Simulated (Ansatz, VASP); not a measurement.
SiSn2 in VASP and in Ansatz

```
Si Sn
1.0
     5.23158    0.00000    0.00000
    -2.61579    4.53068    0.00000
     0.00000    0.00000    3.02156
Si Sn
1 2
Direct
  0.00000 0.00000 0.00000
  0.33333 0.66667 0.50000
  0.66667 0.33333 0.50000
```

Alike in both runs: functional r2SCAN; k mesh 6 × 6 × 6; occupations gaussian, width 0.1 eV; no spin polarisation.

Ansatz relaxed the structure, and its values are those at the end. VASP's run is a single point on that final structure, the one shown.

```csv
,VASP,Ansatz
version,VASP 6.6.1,Ansatz 0.2.0
potentials or method,"VASP PAW PBE potentials, release 64 (Si, Sn_d), cutoff 520 eV","scalar-relativistic, plane waves, PAW"
valence electrons in the cell,32,32
```

```tsv
	VASP	Ansatz	Ansatz less VASP
gap on the k mesh at the Fermi level (eV)	none	none	-
pressure (GPa)	-0.1	-0.1	0.00
```

VASP's potentials were made for PBE, not for r2SCAN. A gap of «none» marks a metal or a gap that the smearing closes. The functional is the same, so the differences come from potentials, cutoffs and numerics.
